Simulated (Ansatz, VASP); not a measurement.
# One calculation of InSb, two programs

```
In Sb
1.0
     0.00000    3.25993    3.25993
     3.25993    0.00000    3.25993
     3.25993    3.25993    0.00000
In Sb
1 1
Direct
  0.00000 0.00000 0.00000
  0.25000 0.25000 0.25000
```

Alike in both runs: task single point; functional PBEsol; k mesh 4 × 4 × 4; occupations gaussian, width 0.1 eV; no spin polarisation.

|  | VASP | Ansatz |
| --- | --- | --- |
| version | VASP 6.6.1 | Ansatz 0.2.0 |
| potentials or method | VASP PAW PBE potentials, release 64 (In_d, Sb), cutoff 520 eV | scalar-relativistic, plane waves, PAW |
| valence electrons in the cell | 18 | 28 |

```tsv
	VASP	Ansatz	Ansatz less VASP
gap on the k mesh at the Fermi level (eV)	none	none	-
pressure (GPa)	0.5	0.5	-0.02
```

VASP's potentials were made for PBE, not for PBEsol. A gap of «none» marks a metal or a gap that the smearing closes. The functional is the same, so the differences come from potentials, cutoffs and numerics. VASP's potentials hold 18 valence electrons a cell and Ansatz's 28, so a difference there can come from the potentials and not from the codes.

The k mesh is coarse, so the values compare programs but aren't converged. Neither program's run includes spin-orbit coupling.
